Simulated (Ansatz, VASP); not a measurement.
**Nb in VASP and in Ansatz**

INCAR

```
SYSTEM = Nb
PREC = Accurate ; ENCUT = 520
EDIFF = 1E-6 ; ISMEAR = -1
SIGMA = 0.1 ; LREAL = .False.
LASPH = .True. ; NELM = 100
ALGO = Normal ; ISIF = 2
LWAVE = .False. ; LCHARG = .False.
GGA = RP ; NBANDS = 12
```

Contents of KPOINTS:

```
regular mesh
0
Gamma
  13 13 13
  0 0 0
```

The input POSCAR:

```
Nb
1.0
    2.7375316147      0.0000000000      0.0000000000
    0.0000000000      2.7375316147      0.0000000000
    0.0000000000      0.0000000000      2.7375316147
Nb
1
Direct
    0.0000000000      0.0000000000      0.0000000000
```

Input for Ansatz:

```yaml
crystal:
  lattice:
    - [2.7375316147, 0.0, 0.0]
    - [0.0, 2.7375316147, 0.0]
    - [0.0, 0.0, 2.7375316147]
  atoms:
    - { symbol: Nb, position: [0.0, 0.0, 0.0] }
hamiltonian:
  xc: rpbe
  pseudopotentials:
    kind: paw
    azcp:
      Nb: "pseudopotentials/Nb.paw.azcp"
basis:
  ecutwfc: 420
  fft_grid_basis: typed
kpoints:
  mp_grid: { grid: [13, 13, 13], shift: [0, 0, 0] }
magnetization:
  spin_polarized: false
scf:
  occupations: { method: fermi_dirac, width: 0.1 }
  lower_state_search: "off"
output:
  stress: true
```

Alike in both runs: task single point; functional RPBE; k mesh 13 × 13 × 13; occupations fermi-dirac, width 0.1 eV; no spin polarisation.

```csv
,VASP,Ansatz
version,VASP 6.6.1,Ansatz 0.2.0
potentials or method,"VASP PAW PBE potentials, release 64 (Nb_sv), cutoff 520 eV","plane waves (420 eV) with PAW, scalar-relativistic"
valence electrons in the cell,13,13
```

```tsv
	VASP	Ansatz	Ansatz less VASP
pressure (GPa)	-0.5	-0.4	+0.18
```

VASP's potentials were made for PBE, not for RPBE.
